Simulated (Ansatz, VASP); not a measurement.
YF: VASP beside Ansatz

```
Y F
1.0
     3.71300    0.00000    0.00000
    -1.85650    3.21555    0.00000
     0.00000    0.00000    6.10905
Y F
2 2
Cartesian
  0.0000 2.1437 2.2795
  1.8565 1.0719 5.3340
  0.0000 2.1437 0.0000
  1.8565 1.0719 3.0545
```

Alike in both runs: task single point; functional PBE; k mesh 6 × 6 × 4; occupations gaussian, width 0.1 eV; no spin polarisation.

|  | VASP | Ansatz |
| --- | --- | --- |
| version | VASP 6.6.1 | Ansatz 0.2.0 |
| potentials or method | VASP PAW PBE potentials, release 64 (Y_sv, F), cutoff 520 eV | scalar-relativistic, plane waves, PAW |
| valence electrons in the cell | 36 | 36 |

|  | VASP | Ansatz | Ansatz less VASP |
| --- | --- | --- | --- |
| gap on the k mesh at the Fermi level (eV) | none | none | - |
| pressure (GPa) | 11.2 | 11.4 | +0.11 |
| traceless stress, the component that is largest in VASP (GPa) | -1.05 | -1.05 | -0.003 |
| rms of the force components (eV/Å) | 0.032 | 0.031 | -0.0010 |

Atom by atom the forces differ by 0.001 eV/Å (rms over components). A gap of «none» marks a metal or a gap that the smearing closes. The functional is the same, so the differences come from potentials, cutoffs and numerics.
